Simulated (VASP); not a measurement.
Here is a VASP 6.6.1 calculation.

File INCAR:

```
SYSTEM = InWSe3
PREC     = Accurate       ! precision mode
ENCUT    = 600            ! plane-wave cutoff, eV
EDIFF    = 1E-6           ! SCF threshold, eV
ISMEAR   = 0              ! smearing method
SIGMA    = 0.1            ! smearing width, eV
LREAL    = .False.        ! projectors in reciprocal space
LASPH    = .True.         ! aspherical terms in the spheres
NELM     = 100            ! most SCF steps
ALGO     = Normal         ! electronic algorithm
ISIF     = 3              ! what is computed and relaxed
LWAVE    = .False.        ! write WAVECAR
LCHARG   = .False.        ! write CHGCAR
GGA      = PE             ! functional
IBRION   = 2              ! ionic algorithm
NSW      = 100            ! ionic steps
EDIFFG   = -0.01          ! ionic threshold
```

File KPOINTS:

```
regular mesh
0
Gamma
  8 8 8
  0 0 0
```

The input POSCAR:

```
InWSe3
1.0
    5.0178813305      0.0000000000      0.0000000000
    0.0000000000      5.0178813305      0.0000000000
    0.0000000000      0.0000000000      5.0178813305
In W Se
1 1 3
Direct
    0.5000000000      0.5000000000      0.5000000000
    0.0000000000      0.0000000000      0.0000000000
    0.5000000000      0.0000000000      0.0000000000
    0.0000000000      0.5000000000      0.0000000000
    0.0000000000      0.0000000000      0.5000000000
```

Potentials or basis: VASP PAW PBE potentials, release 64 (In_d, W_sv, Se).

The run is started by

```bash
$ cat potpaw_PBE.64/In_d/POTCAR potpaw_PBE.64/W_sv/POTCAR potpaw_PBE.64/Se/POTCAR > POTCAR
$ mpirun -np 1 vasp_std > vasp.out
```

Question: What does it give for the relaxed cell?

Answer: a = 5.012 Å, b = 5.012 Å, c = 5.012 Å, α = 90.00°, β = 90.00°, γ = 90.00°.

Question: Estimate the space group after relaxing (to 0.05 Å).

Answer: Pm-3m (No. 221).

Question: What does it give for the relaxed volume?

Answer: 25.18 Å³/atom.

The path:
```
step  energy change (eV)  largest force (eV/Å)  pressure (GPa)  volume (Å³)
   1              0.0000                0.0000           -0.28       126.35
   2             -0.0002                0.0000            0.21       125.54
   3             -0.0004                0.0000            0.00       125.88
```
